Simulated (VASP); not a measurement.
# NbTe (P-6m2) in VASP: settings compared, part 2 of 2

VASP 6.6.1. Earlier steps stand in the parts before.

**4. Single point, PBE**

This run uses another cell than the first one, of 21.93 Å³/atom.

INCAR

```
SYSTEM = NbTe
PREC = Accurate ; ENCUT = 520
EDIFF = 1E-6 ; ISMEAR = 0
SIGMA = 0.028999999999999998 ; LREAL = .False.
LASPH = .True. ; NELM = 100
ALGO = Normal ; ISIF = 2
LWAVE = .False. ; LCHARG = .False.
GGA = PE ; NBANDS = 16
```

KPOINTS

```
Automatic mesh
0
Gamma
  8 8 7
  0 0 0
```

POSCAR

```
NbTe
1.0
    3.7029743866      0.0000000000      0.0000000000
   -1.8514871933      3.2068698884      0.0000000000
    0.0000000000      0.0000000000      3.6942110000
Te Nb
1 1
Direct
    0.6666666667      0.3333333333      0.0000000000
    0.0000000000      0.0000000000      0.5000000000
```

Potentials or basis: VASP PAW PBE potentials, release 64 (Te, Nb_sv).

Command:

```sh
$ cat potpaw_PBE.64/Te/POTCAR potpaw_PBE.64/Nb_sv/POTCAR > POTCAR
$ mpirun -np 1 vasp_std > vasp.out
```

OUTCAR:

```text
SYSTEM = NbTe
   PREC = Accurate
   ENCUT = 520
   EDIFF = 1E-6
   ISMEAR = 0
   LREAL = .False.
   LASPH = .True.
   NELM = 100
   ISIF = 2
   GGA = PE

 ion  position               nearest neighbor table
   1  0.667  0.333  0.000-   2 2.83   2 2.83   2 2.83   2 2.83   2 2.83   2 2.83
   2  0.000  0.000  0.500-   1 2.83   1 2.83   1 2.83   1 2.83   1 2.83   1 2.83

  LATTYP: Found a hexagonal cell.
 ALAT       =     3.7029743866
 C/A-ratio  =     0.9976334196

  Lattice vectors:

 A1 = (   3.7029743866,   0.0000000000,   0.0000000000)
 A2 = (  -1.8514871933,   3.2068698884,   0.0000000000)
 A3 = (   0.0000000000,   0.0000000000,   3.6942110000)

Analysis of symmetry for initial positions (statically):
=====================================================================
 Subroutine PRICEL returns:
 Original cell was already a primitive cell.

 Routine SETGRP: Setting up the symmetry group for a
 hexagonal supercell.

 Subroutine GETGRP returns: Found 12 space group operations
 (whereof 12 operations were pure point group operations)
 out of a pool of 24 trial point group operations.

The static configuration has the point symmetry D_3h.

Analysis of symmetry for dynamics (positions and initial velocities):
=====================================================================
 Subroutine PRICEL returns:
 Original cell was already a primitive cell.

 Routine SETGRP: Setting up the symmetry group for a
 hexagonal supercell.

 Subroutine GETGRP returns: Found 12 space group operations
 (whereof 12 operations were pure point group operations)
 out of a pool of 24 trial point group operations.

The dynamic configuration has the point symmetry D_3h.

 Subroutine INISYM returns: Found 12 space group operations
 (whereof 12 operations are pure point group operations),
 and found     1 'primitive' translations

----------------------------------------------------------------------------------------

                                     Primitive cell

  volume of cell :      43.8686

  direct lattice vectors                    reciprocal lattice vectors
     3.702974387  0.000000000  0.000000000     0.270053178  0.155915275  0.000000000
    -1.851487193  3.206869888  0.000000000     0.000000000  0.311830550  0.000000000
     0.000000000  0.000000000  3.694211000     0.000000000  0.000000000  0.270693796

  length of vectors
     3.702974387  3.702974387  3.694211000     0.311830550  0.311830550  0.270693796

  position of ions in fractional coordinates (direct lattice)
     0.666666667  0.333333333  0.000000000
     0.000000000  0.000000000  0.500000000

  ion indices of the primitive-cell ions
   primitive index   ion index
                 1           1
                 2           2

----------------------------------------------------------------------------------------

 KPOINTS: Automatic mesh

Automatic generation of k-mesh.
 Grid dimensions read from file:
 generate k-points for:    8    8    7

 Generating k-lattice:

  Cartesian coordinates                     Fractional coordinates (reciprocal lattice)
     0.033756647  0.019489409  0.000000000     0.125000000  0.000000000  0.000000000
     0.000000000  0.038978819  0.000000000     0.000000000  0.125000000  0.000000000
     0.000000000  0.000000000  0.038670542     0.000000000  0.000000000  0.142857143

  Length of vectors
     0.038978819  0.038978819  0.038670542

  Shift w.r.t. Gamma in fractional coordinates (k-lattice)
     0.000000000  0.000000000  0.000000000

 Subroutine IBZKPT returns following result:
 ===========================================

 Found     40 irreducible k-points:

 Following reciprocal coordinates:
            Coordinates               Weight
  0.000000  0.000000  0.000000      1.000000
  0.125000 -0.000000  0.000000      6.000000
  0.250000 -0.000000  0.000000      6.000000
  0.375000  0.000000  0.000000      6.000000
  0.500000 -0.000000  0.000000      3.000000
  0.125000  0.125000  0.000000      6.000000
[... 16 lines left out ...]
  0.250000 -0.000000  0.285714     12.000000
  0.375000  0.000000  0.285714     12.000000
 [... further k-points ...]
   k-points           NKPTS =     40   k-points in BZ     NKDIM =     40   number of bands    NBANDS=     16
   number of dos      NEDOS =    301   number of ions     NIONS =      2
   total plane-waves  NPLWV =  21952
   dimension x,y,z NGX =    28 NGY =   28 NGZ =   28
   dimension x,y,z NGXF=    56 NGYF=   56 NGZF=   56
   ions per type =               1   1
   NGX,Y,Z   is equivalent  to a cutoff of  12.57, 12.57, 12.60 a.u.
   NGXF,Y,Z  is equivalent  to a cutoff of  25.14, 25.14, 25.20 a.u.
 SYSTEM =  NbTe
   PREC   = accura    normal or accurate (medium, high low for compatibility)
   ISTART =      0    job   : 0-new  1-cont  2-samecut
   ICHARG =      2    charge: 1-file 2-atom 10-const
   ISPIN  =      1    spin polarized calculation?
   LNONCOLLINEAR =      F non collinear calculations
   LSORBIT =      F    spin-orbit coupling
   LASPH  =      T    aspherical Exc in radial PAW
   ENCUT  =  520.0 eV  38.22 Ry    6.18 a.u.   6.89  6.89  6.87*2*pi/ulx,y,z
   NELM   =    100;   NELMIN=  2; NELMDL= -5     # of ELM steps
   EDIFF  = 0.1E-05   stopping-criterion for ELM
   LREAL  =      F    real-space projection
   EDIFFG = 0.1E-04   stopping-criterion for IOM
   NSW    =      0    number of steps for IOM
   IBRION =     -1    ionic relax: 0-MD 1-quasi-New 2-CG
   NFREE  =      0    steps in history (QN), initial steepest desc. (CG)
   ISIF   =      2    stress and relaxation
   ISYM   =      2    0-nonsym 1-usesym 2-fastsym
   POTIM  = 0.5000    time-step for ionic-motion
   TEBEG  =    0.0;   TEEND  =   0.0 temperature during run
   PSTRESS=    0.0 pullay stress
   NELECT =      19.0000    total number of electrons
   NUPDOWN=      -1.0000    fix difference up-down
   EMIN   =  10.00;   EMAX   =-10.00  energy-range for DOS
   EFERMI =   0.00;   METHOD = LEGACY
   ISMEAR =     0;   SIGMA  =   0.03  broadening in eV -4-tet -1-fermi 0-gaus
   EFERMI_NEDOS =   21; number of points for ismear=-14 and -15
   IALGO  =     38    algorithm
   IMIX   =      4    mixing-type and parameters
     AMIX     =   0.40;   BMIX     =  1.00
     AMIX_MAG =   1.60;   BMIX_MAG =  1.00
  volume/ion in A,a.u.               =      21.93       148.02
  Fermi-wavevector in a.u.,A,eV,Ry     =   1.238630  2.340671 20.874103  1.534203
  Thomas-Fermi vector in A             =   2.373147
   LORBIT       =      0    0 simple, 1 ext, 2 COOP (PROOUT), +10 PAW based schemes
   GGA     = PE    functional components
   LHFCALC =     F    Hartree Fock is set to
   AEXX    =    0.0000 exact exchange contribution
   IVDW    =     0    specifies the selected vdW correction
   LEPSILON=     F    determine dielectric tensor
   LRPA    =     F    only Hartree local field effects (RPA)
 non-spin polarized calculation
 Gauss-broadening in eV      SIGMA  =   0.03
  energy-cutoff  :      520.00
  volume of cell :       43.87
 maximum number of plane-waves:      1190
 NGX is ok and might be reduce to    28
   NGX = 13   NGY = 13   NGZ = 13

 number of electron      18.9999998 magnetization

 Free energy of the ion-electron system (eV)
  ---------------------------------------------------
  ext. energy  EPLUGINS =         0.00000000
  ---------------------------------------------------
  free energy    TOTEN  =       -13.63439261 eV

  energy without entropy =      -13.63340111  energy(sigma->0) =      -13.63389686

 E-fermi :  11.0633     XC(G=0): -11.2769

 val. band max:       11.0525701966   @ k =   0.1250  -0.0000   0.2857
 cond. band min:      11.0813883077   @ k =   0.2500   0.1250   0.2857
 fundamental gap:      0.0288181110
 Fermi energy:        11.0633317757

 k-point     1 :       0.0000    0.0000    0.0000
  band No.  band energies     occupation
      1     -44.5601      2.00000
      2     -20.7471      2.00000
      3     -20.5651      2.00000
      4     -20.5651      2.00000
      5      -3.2129      2.00000
      6       7.8797      2.00000
[... 8 lines left out ...]
     15      16.9478      0.00000
     16      18.0373      0.00000
[... 419 lines left out ...]
 k-point    24 :       0.3750    0.0000    0.2857
  band No.  band energies     occupation
      1     -44.5495      2.00000
      2     -20.7895      2.00000
      3     -20.6666      2.00000
      4     -20.5837      2.00000
      5      -1.5442      2.00000
      6       4.8039      2.00000
[... 8 lines left out ...]
     15      17.3063      0.00000
     16      19.6417      0.00000

 [... further k-points ...]

------------------------ aborting loop because EDIFF is reached ----------------------------------------

  FORCE on cell =-STRESS in cart. coord.  units (eV):
  Direction    XX          YY          ZZ          XY          YZ          ZX
  --------------------------------------------------------------------------------------
  -------------------------------------------------------------------------------------
  Total       -0.3278660     -0.3278660     -0.0420254     -0.0000000     -0.0000000      0.0000000
  in kB      -11.9743839    -11.9743839     -1.5348588     -0.0000000     -0.0000000      0.0000000
  external PRESSURE =      -8.4945422 kB  Pullay stress =       0.0000000 kB

 VOLUME and BASIS-vectors are now :
 -----------------------------------------------------------------------------
  energy-cutoff  :      520.00
  volume of cell :       43.87
      direct lattice vectors                 reciprocal lattice vectors
     3.702974387  0.000000000  0.000000000     0.270053178  0.155915275  0.000000000
    -1.851487193  3.206869888  0.000000000     0.000000000  0.311830550  0.000000000
     0.000000000  0.000000000  3.694211000     0.000000000  0.000000000  0.270693796

 POSITION                                       TOTAL-FORCE (eV/Angst)
 -----------------------------------------------------------------------------------
      1.85149      1.06896      0.00000         0.000000     -0.000000      0.000000
      0.00000      0.00000      1.84711        -0.000000      0.000000      0.000000
 -----------------------------------------------------------------------------------
    total drift:                               -0.000000      0.000000      0.000000

  FREE ENERGIE OF THE ION-ELECTRON SYSTEM (eV)
  ---------------------------------------------------
  free  energy   TOTEN  =       -13.6343926128 eV

  energy  without entropy=      -13.6334011086  energy(sigma->0) =      -13.63389686
```

OSZICAR:

```text
N       E                     dE             d eps       ncg     rms          rms(c)
DAV:   1     0.146934467347E+03    0.14693E+03   -0.96744E+03  1280   0.109E+03
DAV:   2    -0.415433639349E+01   -0.15109E+03   -0.14716E+03  1640   0.360E+02
DAV:   3    -0.138432870047E+02   -0.96890E+01   -0.95787E+01  2368   0.694E+01
DAV:   4    -0.140520957893E+02   -0.20881E+00   -0.20770E+00  1552   0.989E+00
DAV:   5    -0.140598861672E+02   -0.77904E-02   -0.77883E-02  2112   0.184E+00    0.701E+00
DAV:   6    -0.136593193981E+02    0.40057E+00   -0.13456E+00  1960   0.979E+00    0.305E+00
DAV:   7    -0.136401617363E+02    0.19158E-01   -0.68488E-02  1544   0.192E+00    0.164E+00
DAV:   8    -0.136342436727E+02    0.59181E-02   -0.19422E-02  1888   0.959E-01    0.208E-01
DAV:   9    -0.136343343550E+02   -0.90682E-04   -0.18075E-03  1768   0.330E-01    0.132E-01
DAV:  10    -0.136343989461E+02   -0.64591E-04   -0.28349E-04  1824   0.170E-01    0.179E-02
DAV:  11    -0.136343934402E+02    0.55059E-05   -0.24020E-05  1920   0.488E-02    0.150E-02
DAV:  12    -0.136343926128E+02    0.82747E-06   -0.10978E-06  1328   0.108E-02
   1 F= -.13634393E+02 E0= -.13633897E+02  d E =-.991504E-03
```

stdout:

```text
POSCAR found type information on POSCAR TeNb
 POSCAR found :  2 types and       2 ions
 scaLAPACK will be used
 LDA part: xc-table for (Slater+PW92), standard interpolation
 POSCAR, INCAR and KPOINTS ok, starting setup
 FFT: planning ... GRIDC
 FFT: planning ... GRID_SOFT
 FFT: planning ... GRID
 WAVECAR not read
 entering main loop
```

It took 20 s on 1 thread of Intel Xeon Platinum 8488C (Sapphire Rapids), shared host; peak memory 0.17 GiB.

Results:

```yaml
Free_energy: -13.6344 eV
Pressure: -0.8 GPa
Band_gap_on_the_k_mesh: zero (an odd number of electrons rules out a gap without spin polarisation)
```

Levels at points of the mesh, in eV from the Fermi level:
| k point | band 7 | band 8 | band 9 | band 10 | band 11 | band 12 | band 13 | band 14 |
| --- | --- | --- | --- | --- | --- | --- | --- | --- |
| (0.00, 0.00, 0.00) | -3.18 | -3.02 | -2.37 | 0.10 | 0.10 | 2.41 | 2.41 | 2.82 |
| (0.50, 0.00, 0.00) | -3.86 | -2.66 | -2.63 | -0.23 | 1.19 | 1.46 | 2.99 | 3.78 |

Caveat: spin-orbit coupling is left out, which moves the levels of the heavy elements.

**5. Overview**

```tsv
level	cell	smearing	gap on the mesh (eV)	pressure (GPa)
BLYP+D3(BJ)	a = 3.629, b = 3.629, c = 3.686 Å, angles 90.0, 90.0, 120.0°, 2 atoms	fermi-dirac 0.05 eV	none	0.2
BLYP+D4	a = 3.697, b = 3.697, c = 3.706 Å, angles 90.0, 90.0, 120.0°, 2 atoms	fermi-dirac 0.05 eV	none	0.2
PBE	a = 3.703, b = 3.703, c = 3.694 Å, angles 90.0, 90.0, 120.0°, 2 atoms	gaussian 0.029 eV	none	-0.8
```

Alike in all rows: task single point; potentials or basis VASP PAW PBE potentials, release 64 (Te, Nb_sv); no spin polarisation; k mesh 8 × 8 × 7; cutoff (eV) 520.

Caveats: spin-orbit coupling is left out, which moves the levels of the heavy elements; the PAW data sets were made with another functional, which shifts forces and pressure a little (at least some runs).

Total energies depend on the potentials used, so only differences within one code and one set of settings carry meaning.
